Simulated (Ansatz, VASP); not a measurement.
Ta2C in VASP and in Ansatz

```xyz
3
Lattice="3.1059 0.0000 0.0000 -1.5530 2.6898 0.0000 0.0000 0.0000 4.9464" Properties=species:S:1:pos:R:3 pbc="T T T"
Ta    0.0000    1.7932    1.2465
Ta    1.5530    0.8966    3.6999
C     0.0000    0.0000    0.0000
```

Alike in both runs: task single point; functional LDA; k mesh 6 × 6 × 4; occupations gaussian, width 0.1 eV; no spin polarisation.

|  | VASP | Ansatz |
| --- | --- | --- |
| version | VASP 6.6.1 | Ansatz 0.2.0 |
| potentials or method | VASP PAW LDA potentials, release 64 (Ta_pv, C), cutoff 520 eV | scalar-relativistic, plane waves, PAW |
| valence electrons in the cell | 26 | 30 |

|  | VASP | Ansatz | Ansatz less VASP |
| --- | --- | --- | --- |
| gap on the k mesh at the Fermi level (eV) | none | none | - |
| pressure (GPa) | -7.2 | -8.5 | -1.28 |
| traceless stress, the component that is largest in VASP (GPa) | -0.39 | -0.41 | -0.022 |
| rms of the force components (eV/Å) | 0.090 | 0.064 | -0.0264 |

LDA's correlation is that of Perdew and Zunger in VASP and of Perdew and Wang (1992) in Ansatz. Atom by atom the forces differ by 0.026 eV/Å (rms over components). A gap of «none» marks a metal or a gap that the smearing closes. VASP's potentials hold 26 valence electrons a cell and Ansatz's 30, so a difference there can come from the potentials and not from the codes.

The k mesh is coarse, so the values compare programs but aren't converged. Spin-orbit coupling is off throughout.
